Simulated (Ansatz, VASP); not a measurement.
Two plane-wave programs on I

```xyz
1
Lattice="2.5383 -3.7066 0.0000 2.5383 3.7066 0.0000 -1.6209 0.0000 2.3811" Properties=species:S:1:pos:R:3 pbc="T T T"
I     1.7279    0.0000    1.1905
```

Alike in both runs: task relaxation of cell and atoms; functional PBEsol; dispersion D3(BJ); k mesh 7 × 7 × 11; occupations fermi-dirac, width 0.05 eV; no spin polarisation.

|  | VASP | Ansatz |
| --- | --- | --- |
| version | VASP 6.6.1 | Ansatz 0.2.0 |
| potentials or method | VASP PAW PBE potentials, release 64 (I) | Ansatz PAW |
| plane-wave cutoff (eV) | 600 | 420 |
| valence electrons in the cell | 7 | 17 |

|  | VASP | Ansatz | Ansatz less VASP |
| --- | --- | --- | --- |
| gap on the k mesh at the Fermi level, each at its own relaxed structure (eV) | none | none | - |
| relaxed volume (Å³/atom) | 34.40 | 34.34 | -0.062 |
| relaxed cell length with the largest relative difference (Å) | 4.132 | 4.124 | -0.0080 |

VASP's potentials were made for PBE, not for PBEsol. A gap of «none» marks a metal or a gap that the smearing closes. VASP's potentials hold 7 valence electrons a cell and Ansatz's 17, so a difference there can come from the potentials and not from the codes.

Neither program's run includes spin-orbit coupling. Noted on VASP's run: the volume moved by over 15 % at a fixed basis, so the end points are rough. Noted on Ansatz's run: the volume moved by over 15 % at a fixed basis, so the end points are rough; the plane-wave basis is chosen anew once the cell has moved, so the energies of steps on either side of that aren't comparable.
